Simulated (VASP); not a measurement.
# SnSe in VASP: single point with PBE

Aim: the single point of SnSe with PBE.

Program: VASP 6.6.1. These are calculated values, not measurements. Logs are shortened: lines on timing, memory, paths and dates and some standing lists are left out, and cuts for length are marked.

## (1) The cell of the first run

The cell holds a wire or tube with vacuum around it, 12 atoms: a = 16.000 Å, b = 16.700 Å, c = 3.914 Å, α = 90.00°, β = 90.00°, γ = 90.00°.

## (2) Single point, PBE

Input file INCAR:

```
PREC = Accurate ; ENCUT = 520
EDIFF = 1E-6 ; ISMEAR = 0
SIGMA = 0.05 ; LREAL = False
LASPH = True ; NELM = 100
ALGO = Normal ; ISIF = 2
LWAVE = False ; LCHARG = False
GGA = PE ; NBANDS = 72
```

Input file KPOINTS:

```
Automatic mesh
0
Gamma
  1 1 12
```

Input file POSCAR:

```
SnSe
1.0
   16.0000000000      0.0000000000      0.0000000000
    0.0000000000     16.7000000000      0.0000000000
    0.0000000000      0.0000000000      3.9142621534
Sn Se
6 6
Direct
    0.6444456282      0.5503702123      0.5000000000
    0.5266924732      0.6450352460      1.0000000000
    0.3822468450      0.5946650337      0.5000000000
    0.3555543718      0.4496297877      1.0000000000
    0.4733075268      0.3549647540      0.5000000000
    0.6177531550      0.4053349663      1.0000000000
    0.6922141605      0.6545263053      1.0000000000
    0.4564285872      0.7367480350      0.5000000000
    0.2642144267      0.5822217297      1.0000000000
    0.3077858395      0.3454736947      0.5000000000
    0.5435714128      0.2632519650      1.0000000000
    0.7357855733      0.4177782703      0.5000000000
```

Potentials or basis: VASP PAW PBE potentials, release 64 (Sn_d, Se).

On the command line:

```console
cat potpaw_PBE.64/Sn_d/POTCAR potpaw_PBE.64/Se/POTCAR > POTCAR
mpirun -np 1 vasp_std > vasp.out
```

OUTCAR:

```text
PREC = Accurate
   ENCUT = 520
   EDIFF = 1E-6
   ISMEAR = 0
   LREAL = False
   LASPH = True
   NELM = 100
   ISIF = 2
   GGA = PE

 ion  position               nearest neighbor table
   1  0.644  0.550  0.500-  12 2.65   7 2.73   7 2.73   6 3.14   6 3.14   2 3.14   2 3.14
   2  0.527  0.645  0.000-   7 2.65   8 2.73   8 2.73   3 3.14   3 3.14   1 3.14   1 3.14
   3  0.382  0.595  0.500-   8 2.65   9 2.73   9 2.73   4 3.14   4 3.14   2 3.14   2 3.14
   4  0.356  0.450  0.000-   9 2.65  10 2.73  10 2.73   3 3.14   3 3.14   5 3.14   5 3.14
   5  0.473  0.355  0.500-  10 2.65  11 2.73  11 2.73   6 3.14   6 3.14   4 3.14   4 3.14
   6  0.618  0.405  0.000-  11 2.65  12 2.73  12 2.73   1 3.14   1 3.14   5 3.14   5 3.14
   7  0.692  0.655  0.000-   2 2.65   1 2.73   1 2.73
   8  0.456  0.737  0.500-   3 2.65   2 2.73   2 2.73
   9  0.264  0.582  0.000-   4 2.65   3 2.73   3 2.73
  10  0.308  0.345  0.500-   5 2.65   4 2.73   4 2.73
  11  0.544  0.263  0.000-   6 2.65   5 2.73   5 2.73
  12  0.736  0.418  0.500-   1 2.65   6 2.73   6 2.73

  LATTYP: Found a simple orthorhombic cell.
 ALAT       =     3.9142621534
 B/A-ratio  =     4.0876158451
 C/A-ratio  =     4.2664490383

  Lattice vectors:

 A1 = (   0.0000000000,   0.0000000000,   3.9142621534)
 A2 = (  16.0000000000,   0.0000000000,   0.0000000000)
 A3 = (   0.0000000000,  16.7000000000,   0.0000000000)

Analysis of symmetry for initial positions (statically):
=====================================================================
 Subroutine PRICEL returns:
 Original cell was already a primitive cell.

 Routine SETGRP: Setting up the symmetry group for a
 simple orthorhombic supercell.

 Subroutine GETGRP returns: Found  4 space group operations
 (whereof  2 operations were pure point group operations)
 out of a pool of  8 trial point group operations.

The static configuration has the point symmetry C_1h.
 The point group associated with its full space group is C_2h.

Analysis of symmetry for dynamics (positions and initial velocities):
=====================================================================
 Subroutine PRICEL returns:
 Original cell was already a primitive cell.

 Routine SETGRP: Setting up the symmetry group for a
 simple orthorhombic supercell.

 Subroutine GETGRP returns: Found  4 space group operations
 (whereof  2 operations were pure point group operations)
 out of a pool of  8 trial point group operations.

The dynamic configuration has the point symmetry C_1h.
 The point group associated with its full space group is C_2h.

 Subroutine INISYM returns: Found  4 space group operations
 (whereof  2 operations are pure point group operations),
 and found     1 'primitive' translations

----------------------------------------------------------------------------------------

                                     Primitive cell

  volume of cell :    1045.8908

  direct lattice vectors                    reciprocal lattice vectors
    16.000000000  0.000000000  0.000000000     0.062500000  0.000000000  0.000000000
     0.000000000 16.700000000  0.000000000     0.000000000  0.059880240  0.000000000
     0.000000000  0.000000000  3.914262153     0.000000000  0.000000000  0.255475990

  length of vectors
    16.000000000 16.700000000  3.914262153     0.062500000  0.059880240  0.255475990

  position of ions in fractional coordinates (direct lattice)
     0.644445628  0.550370212  0.500000000
     0.526692473  0.645035246  0.000000000
     0.382246845  0.594665034  0.500000000
     0.355554372  0.449629788  0.000000000
     0.473307527  0.354964754  0.500000000
     0.617753155  0.405334966  0.000000000
     0.692214161  0.654526305  0.000000000
     0.456428587  0.736748035  0.500000000
     0.264214427  0.582221730  0.000000000
     0.307785839  0.345473695  0.500000000
     0.543571413  0.263251965  0.000000000
     0.735785573  0.417778270  0.500000000

  ion indices of the primitive-cell ions
   primitive index   ion index
                 1           1
                 2           2
                 3           3
                 4           4
                 5           5
                 6           6
                 7           7
                 8           8
                 9           9
                10          10
                11          11
                12          12

----------------------------------------------------------------------------------------

 KPOINTS: Automatic mesh

Automatic generation of k-mesh.
 Grid dimensions read from file:
 generate k-points for:    1    1   12

 Generating k-lattice:

  Cartesian coordinates                     Fractional coordinates (reciprocal lattice)
     0.062500000  0.000000000  0.000000000     1.000000000  0.000000000  0.000000000
     0.000000000  0.059880240  0.000000000     0.000000000  1.000000000  0.000000000
     0.000000000  0.000000000  0.021289666     0.000000000  0.000000000  0.083333333

  Length of vectors
     0.062500000  0.059880240  0.021289666

  Shift w.r.t. Gamma in fractional coordinates (k-lattice)
     0.000000000  0.000000000  0.000000000

 Subroutine IBZKPT returns following result:
 ===========================================

 Found      7 irreducible k-points:

 Following reciprocal coordinates:
            Coordinates               Weight
  0.000000  0.000000  0.000000      1.000000
  0.000000  0.000000  0.083333      2.000000
  0.000000  0.000000  0.166667      2.000000
  0.000000  0.000000  0.250000      2.000000
  0.000000  0.000000  0.333333      2.000000
  0.000000  0.000000  0.416667      2.000000
  0.000000  0.000000  0.500000      1.000000
   k-points           NKPTS =      7   k-points in BZ     NKDIM =      7   number of bands    NBANDS=     72
   number of dos      NEDOS =    301   number of ions     NIONS =     12
   total plane-waves  NPLWV = 453600
   dimension x,y,z NGX =   120 NGY =  126 NGZ =   30
   dimension x,y,z NGXF=   240 NGYF=  252 NGZF=   60
   ions per type =               6   6
   NGX,Y,Z   is equivalent  to a cutoff of  12.47, 12.54, 12.74 a.u.
   NGXF,Y,Z  is equivalent  to a cutoff of  24.94, 25.09, 25.48 a.u.
 SYSTEM =  unknown system
   PREC   = accura    normal or accurate (medium, high low for compatibility)
   ISTART =      0    job   : 0-new  1-cont  2-samecut
   ICHARG =      2    charge: 1-file 2-atom 10-const
   ISPIN  =      1    spin polarized calculation?
   LNONCOLLINEAR =      F non collinear calculations
   LSORBIT =      F    spin-orbit coupling
   LASPH  =      T    aspherical Exc in radial PAW
   ENCUT  =  520.0 eV  38.22 Ry    6.18 a.u.  29.75 31.05  7.28*2*pi/ulx,y,z
   NELM   =    100;   NELMIN=  2; NELMDL= -5     # of ELM steps
   EDIFF  = 0.1E-05   stopping-criterion for ELM
   LREAL  =      F    real-space projection
   EDIFFG = 0.1E-04   stopping-criterion for IOM
   NSW    =      0    number of steps for IOM
   IBRION =     -1    ionic relax: 0-MD 1-quasi-New 2-CG
   NFREE  =      0    steps in history (QN), initial steepest desc. (CG)
   ISIF   =      2    stress and relaxation
   ISYM   =      2    0-nonsym 1-usesym 2-fastsym
   POTIM  = 0.5000    time-step for ionic-motion
   TEBEG  =    0.0;   TEEND  =   0.0 temperature during run
   PSTRESS=    0.0 pullay stress
   NELECT =     120.0000    total number of electrons
   NUPDOWN=      -1.0000    fix difference up-down
   EMIN   =  10.00;   EMAX   =-10.00  energy-range for DOS
   EFERMI =   0.00;   METHOD = LEGACY
   ISMEAR =     0;   SIGMA  =   0.05  broadening in eV -4-tet -1-fermi 0-gaus
   EFERMI_NEDOS =   21; number of points for ismear=-14 and -15
   IALGO  =     38    algorithm
   IMIX   =      4    mixing-type and parameters
     AMIX     =   0.40;   BMIX     =  1.00
     AMIX_MAG =   1.60;   BMIX_MAG =  1.00
  volume/ion in A,a.u.               =      87.16       588.17
  Fermi-wavevector in a.u.,A,eV,Ry     =   0.795499  1.503276  8.610027  0.632819
  Thomas-Fermi vector in A             =   1.901839
   LORBIT       =      0    0 simple, 1 ext, 2 COOP (PROOUT), +10 PAW based schemes
   GGA     = PE    functional components
   LHFCALC =     F    Hartree Fock is set to
   AEXX    =    0.0000 exact exchange contribution
   IVDW    =     0    specifies the selected vdW correction
   LEPSILON=     F    determine dielectric tensor
   LRPA    =     F    only Hartree local field effects (RPA)
 non-spin polarized calculation
 Gauss-broadening in eV      SIGMA  =   0.05
  energy-cutoff  :      520.00
  volume of cell :     1045.89
 maximum number of plane-waves:     28175
 NGX is ok and might be reduce to   120
   NGX = 59   NGY = 63   NGZ = 15

 number of electron     119.9999964 magnetization

 Free energy of the ion-electron system (eV)
  ---------------------------------------------------
  ext. energy  EPLUGINS =         0.00000000
  ---------------------------------------------------
  free energy    TOTEN  =       -45.41585245 eV

  energy without entropy =      -45.41585245  energy(sigma->0) =      -45.41585245

 E-fermi :  -1.6281     XC(G=0):  -3.7290

 val. band max:       -1.8976348912   @ k =   0.0000   0.0000   0.1667
 cond. band min:      -0.8753257670   @ k =   0.0000   0.0000   0.0000
 fundamental gap:      1.0223091242
 Fermi energy:        -1.6280544430

 k-point     1 :       0.0000    0.0000    0.0000
  band No.  band energies     occupation
      1     -23.3794      2.00000
      2     -23.3206      2.00000
      3     -23.3205      2.00000
      4     -23.3171      2.00000
      5     -23.2970      2.00000
      6     -23.2970      2.00000
[... 64 lines left out ...]
     71       2.1792      0.00000
     72       2.4162      0.00000
[... 448 lines left out ...]
     71       1.4584      0.00000
     72       1.4584      0.00000

------------------------ aborting loop because EDIFF is reached ----------------------------------------

  FORCE on cell =-STRESS in cart. coord.  units (eV):
  Direction    XX          YY          ZZ          XY          YZ          ZX
  --------------------------------------------------------------------------------------
  -------------------------------------------------------------------------------------
  Total       11.7891889     11.7876242     14.9674589     -0.0007824      0.0000000      0.0000000
  in kB       18.0596008     18.0572038     22.9283232     -0.0011986      0.0000000      0.0000000
  external PRESSURE =      19.6817093 kB  Pullay stress =       0.0000000 kB

 VOLUME and BASIS-vectors are now :
 -----------------------------------------------------------------------------
  energy-cutoff  :      520.00
  volume of cell :     1045.89
      direct lattice vectors                 reciprocal lattice vectors
    16.000000000  0.000000000  0.000000000     0.062500000  0.000000000  0.000000000
     0.000000000 16.700000000  0.000000000     0.000000000  0.059880240  0.000000000
     0.000000000  0.000000000  3.914262153     0.000000000  0.000000000  0.255475990

 POSITION                                       TOTAL-FORCE (eV/Angst)
 -----------------------------------------------------------------------------------
     10.31113      9.19118      1.95713        -0.510651      0.287074      0.000000
      8.42708     10.77209      0.00000        -0.504715     -0.299444      0.000000
      6.11595      9.93091      1.95713         0.009410     -0.586316      0.000000
      5.68887      7.50882      0.00000         0.510651     -0.287074      0.000000
      7.57292      5.92791      1.95713         0.504715      0.299444      0.000000
      9.88405      6.76909      0.00000        -0.009410      0.586316      0.000000
     11.07543     10.93059      0.00000         1.109195      0.575453      0.000000
      7.30286     12.30369      1.95713         0.056202      1.248320      0.000000
      4.22743      9.72310      0.00000        -1.052896      0.672847      0.000000
      4.92457      5.76941      1.95713        -1.109195     -0.575453      0.000000
      8.69714      4.39631      0.00000        -0.056202     -1.248320      0.000000
     11.77257      6.97690      1.95713         1.052896     -0.672847      0.000000
 -----------------------------------------------------------------------------------
    total drift:                               -0.000000     -0.000000     -0.000000

  FREE ENERGIE OF THE ION-ELECTRON SYSTEM (eV)
  ---------------------------------------------------
  free  energy   TOTEN  =       -45.4158524496 eV

  energy  without entropy=      -45.4158524496  energy(sigma->0) =      -45.41585245
```

Run time: 15 min. Hardware: 1 thread of Intel Xeon Platinum 8259CL at 2.50GHz (Skylake/Cascade Lake), shared host; peak memory 1 GiB.

What came out:

```yaml
Free_energy: -45.4159 eV
Largest_force: 1.250 eV/Å
Band_gap_on_the_k_mesh: 1.02 eV (least direct gap 1.26 eV)
```

Forces in eV/Å, atoms in the order of the input:
```
Sn  -0.511  0.287  0.000
Sn  -0.505 -0.299  0.000
Sn   0.009 -0.586  0.000
Sn   0.511 -0.287  0.000
Sn   0.505  0.299  0.000
Sn  -0.009  0.586  0.000
Se   1.109  0.575  0.000
Se   0.056  1.248  0.000
Se  -1.053  0.673  0.000
Se  -1.109 -0.575  0.000
Se  -0.056 -1.248  0.000
Se   1.053 -0.673  0.000
```

Caveat: spin-orbit coupling is left out, which moves the levels of the heavy elements.
